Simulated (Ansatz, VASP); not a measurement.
# One calculation of BN, two programs

INCAR

```
ALGO = Normal ; EDIFF = 1E-6
ENCUT = 520 ; GGA = PE
ISIF = 2 ; ISMEAR = 0
IVDW = 12 ; LASPH = True
LCHARG = False ; LREAL = False
LWAVE = False ; NBANDS = 16
NELM = 80 ; PREC = Accurate
SIGMA = 0.05
```

File KPOINTS:

```
k-points
0
Gamma
  12 12 4
```

POSCAR

```
BN
1.0
    2.5061233057      0.0000000000      0.0000000000
   -1.2530616528      2.1703664477      0.0000000000
    0.0000000000      0.0000000000      6.5973571420
B N
2 2
Direct
   -0.0221160809     -0.0442321619      0.4563461559
    0.3333333333      0.6666666667      0.0000000000
    0.0000000000      0.0000000000      0.0000000000
    0.6666666667      0.3333333333      0.5000000000
```

Input for Ansatz:

```yaml
crystal:
  lattice:
    - [2.5061233057, 0.0, 0.0]
    - [-1.2530616528, 2.1703664477, 0.0]
    - [0.0, 0.0, 6.597357142]
  atoms:
    - { symbol: B, position: [-0.0221160809, -0.0442321619, 0.4563461559] }
    - { symbol: B, position: [0.3333333333, 0.6666666667, 0.0] }
    - { symbol: "N", position: [0.0, 0.0, 0.0] }
    - { symbol: "N", position: [0.6666666667, 0.3333333333, 0.5] }
basis:
  ecutwfc: 420
kpoints:
  mp_grid: { grid: [12, 12, 4] }
hamiltonian:
  xc: pbe
  dispersion: d3bj
scf:
  occupations: { method: gaussian, width: 0.05 }
output:
  forces: true
  stress: true
  eigenvalues: true
  write_density: true
  write_potential: true
  elf: true
  volumetric_format: npy
```

Alike in both runs: task single point; functional PBE; dispersion D3(BJ); k mesh 12 × 12 × 4; occupations gaussian, width 0.05 eV; no spin polarisation.

|  | VASP | Ansatz |
| --- | --- | --- |
| version | VASP 6.6.1 | Ansatz 0.2.0 |
| potentials or method | VASP PAW PBE potentials, release 64 (B, N), cutoff 520 eV | scalar-relativistic, plane waves, PAW |
| valence electrons in the cell | 16 | 16 |

```csv
,VASP,Ansatz,Ansatz less VASP
gap on the k mesh at the Fermi level (eV),3.31,3.31,0.000
least direct gap on the mesh (eV),4.08,4.08,-0.001
pressure (GPa),-0.8,-0.8,-0.07
"traceless stress, the component that is largest in VASP (GPa)",6.74,6.62,-0.123
rms of the force components (eV/Å),2.162,2.162,-0.0003
```

Atom by atom the forces differ by 0.004 eV/Å (rms over components).
